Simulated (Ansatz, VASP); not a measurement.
## Two plane-wave programs on CdTeSe4

```
Cd Te Se
1.0
     5.44282    0.00000    0.00000
    -2.72141    4.71362    0.00000
     0.00000    0.00000    5.57222
Cd Te Se
1 1 4
Cartesian
  0.0000 0.0000 0.0000
  0.0000 0.0000 2.7861
  0.0000 3.1424 0.0000
  2.7214 1.5712 0.0000
  0.0000 3.1424 2.7861
  2.7214 1.5712 2.7861
```

Alike in both runs: functional PBE; k mesh 6 × 6 × 4; occupations gaussian, width 0.1 eV; no spin polarisation.

Ansatz relaxed the structure, and its values are those at the end. VASP's run is a single point on that final structure, the one shown.

|  | VASP | Ansatz |
| --- | --- | --- |
| version | VASP 6.6.1 | Ansatz 0.2.0 |
| potentials or method | VASP PAW PBE potentials, release 64 (Cd, Te, Se), cutoff 520 eV | scalar-relativistic, plane waves, PAW |
| valence electrons in the cell | 42 | 100 |

```tsv
	VASP	Ansatz	Ansatz less VASP
gap on the k mesh at the Fermi level (eV)	none	none	-
pressure (GPa)	0.0	0.0	-0.07
```

A gap of «none» marks a metal or a gap that the smearing closes. VASP's potentials hold 42 valence electrons a cell and Ansatz's 100, so a difference there can come from the potentials and not from the codes.

Spin-orbit coupling is off throughout.
